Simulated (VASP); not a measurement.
Wanted: the native input for a VASP 6.6.1 run.

* Task: single point
* Functional: LDA
* Potentials or basis: VASP PAW LDA potentials, release 64 (Bi_d)
* Cutoff: 520 eV
* k mesh: 9 × 9 × 1
* Occupations: gaussian, width 0.02 eV
* Spin: no spin polarisation
* Dipole correction: yes
* Further INCAR settings: ALGO = Normal; EDIFF = 1e-06; NBANDS = 22

The structure of Bi lies in POSCAR:

```
Bi
1.0
    4.3510000000      0.0000000000      0.0000000000
   -2.1755000000      3.7680765319      0.0000000000
    0.0000000000      0.0000000000     28.0000000000
Bi
2
Direct
    0.3333333333      0.6666666667      0.5459464286
    0.6666666667      0.3333333333      0.4540535714
```

One way to write it, as run:

INCAR

```
SYSTEM = Bi
ALGO = Normal
DIPOL = 0.5 0.5 0.500
EDIFF = 1E-6
ENCUT = 520
IDIPOL = 3
ISIF = 2
ISMEAR = 0
LASPH = .TRUE.
LCHARG = .TRUE.
LDIPOL = .TRUE.
LELF = .TRUE.
LREAL = .FALSE.
LVACPOTAV = .TRUE.
LVHAR = .TRUE.
LWAVE = .FALSE.
NBANDS = 22
NELM = 60
PREC = Accurate
SIGMA = 0.02
```

KPOINTS

```
k-points
0
G
  9 9 1
  0 0 0
```

Potentials or basis: VASP PAW LDA potentials, release 64 (Bi_d).

Launch:

```bash
$ cat potpaw_LDA.64/Bi_d/POTCAR > POTCAR
$ mpirun -np 1 vasp_std > vasp.out
```

Results of the run:

The largest force is 2.486 eV/Å. The band gap on the k mesh is zero (bands 15 and 16 overlap by 1.05 eV).

Caveat: spin-orbit coupling is left out, which moves the levels of the heavy elements.

Wall time 5 min on 1 thread of Intel Xeon 8259CL (shared host), peak memory 0.4 GiB.
